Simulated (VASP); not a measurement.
Input of a VASP 6.6.1 run:

The input INCAR:

```
SYSTEM = Re
ALGO = Normal ; EDIFF = 1E-6
ENCUT = 520 ; GGA = CA
GGA_COMPAT = .FALSE. ; ISIF = 2
ISMEAR = -1 ; LASPH = .TRUE.
LCHARG = .FALSE. ; LREAL = .FALSE.
LWAVE = .FALSE. ; NBANDS = 14
NELM = 120 ; PREC = Accurate
SIGMA = 0.05
```

File KPOINTS:

```
k-points
0
G
  9 9 5
  0 0 0
```

Contents of POSCAR:

```
Re
1.0
    2.7608000000      0.0000000000      0.0000000000
   -1.3804000000      2.3909229348      0.0000000000
    0.0000000000      0.0000000000      4.4582000000
Re
2
Direct
    0.3739479616      0.7289072243      0.2500000000
    1.4593849347      0.2710923847      0.7500000000
```

Potentials or basis: VASP PAW LDA potentials, release 64 (Re).

The run is started by

```sh
$ cat potpaw_LDA.64/Re/POTCAR > POTCAR
$ mpirun -np 1 vasp_std > vasp.out
```

Q: Predict the largest force.

A: 1.716 eV/Å.

Q: Predict the pressure.

A: -2.4 GPa.

Q: Estimate the band gap on the k mesh.

A: Zero (bands 7 and 8 overlap by 3.37 eV).

Stress tensor (GPa, compression positive):
```
-11.47 -12.16   0.00
-12.16   2.55   0.00
  0.00   0.00   1.76
```

Caveat: the stress differs along the axes, from -11 to 3 GPa; spin-orbit coupling is left out, which moves the levels of the heavy elements; forces of over 1 eV/Å act on the atoms, so gaps and moduli don't describe the material at rest.
